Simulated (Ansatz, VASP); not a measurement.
## One calculation of TiSi12O24, two programs

```
Si O Ti
1.0
    -2.45575    4.25348    5.40380
     4.91150    0.00000    5.40380
     4.91150    8.50697    0.00000
Si O Ti
12 24 1
Direct
  0.80393 0.33739 0.07118
  0.59986 0.19248 0.90935
  0.27467 0.20432 0.18579
  0.82314 0.31730 0.58739
  0.62782 0.19612 0.40146
  0.22627 0.24695 0.65352
  0.37734 0.84149 0.29826
  0.19614 0.65622 0.16099
  0.76017 0.73460 0.39104
  0.34627 0.81833 0.82903
  0.15637 0.69848 0.64648
  0.75913 0.75997 0.88253
  0.99236 0.15761 0.10729
  0.19230 0.73803 0.98621
  0.21896 0.42042 0.22701
  0.36899 0.25794 0.99845
  0.37883 0.71399 0.18456
  0.47265 0.04535 0.25007
  0.03808 0.20388 0.62459
  0.18989 0.80248 0.46449
  0.17134 0.45960 0.69204
  0.40638 0.25458 0.50178
  0.32432 0.74201 0.69849
  0.29529 0.06211 0.78747
  0.58254 0.68610 0.35753
  0.63645 0.33366 0.23278
  0.71217 0.94744 0.43637
  0.97320 0.75992 0.25908
  0.80742 0.23591 0.45376
  0.82148 0.55423 0.53065
  0.57611 0.73014 0.83911
  0.63239 0.27147 0.72675
  0.68728 0.95068 0.95254
  0.93228 0.80447 0.72701
  0.73551 0.29853 0.94529
  0.84605 0.56156 0.00257
  0.00759 0.02837 0.30306
```

Alike in both runs: functional PBE; k mesh 2 × 2 × 1; occupations fermi-dirac, width 0.02 eV; no spin polarisation.

Ansatz relaxed the structure, and its values are those at the end. VASP's run is a single point on that final structure, the one shown.

|  | VASP | Ansatz |
| --- | --- | --- |
| version | VASP 6.6.1 | Ansatz 0.2.0 |
| potentials or method | VASP PAW PBE potentials, release 64 (Si, O, Ti_sv), cutoff 520 eV | scalar-relativistic, plane waves, PAW |
| valence electrons in the cell | 204 | 204 |

```tsv
	VASP	Ansatz	Ansatz less VASP
rms of the force components (eV/Å)	0.019	0.009	-0.0098
```

With one functional, cell and mesh, what is left measures potentials, basis and numerics.

The k mesh is coarse, so the values compare programs but aren't converged.
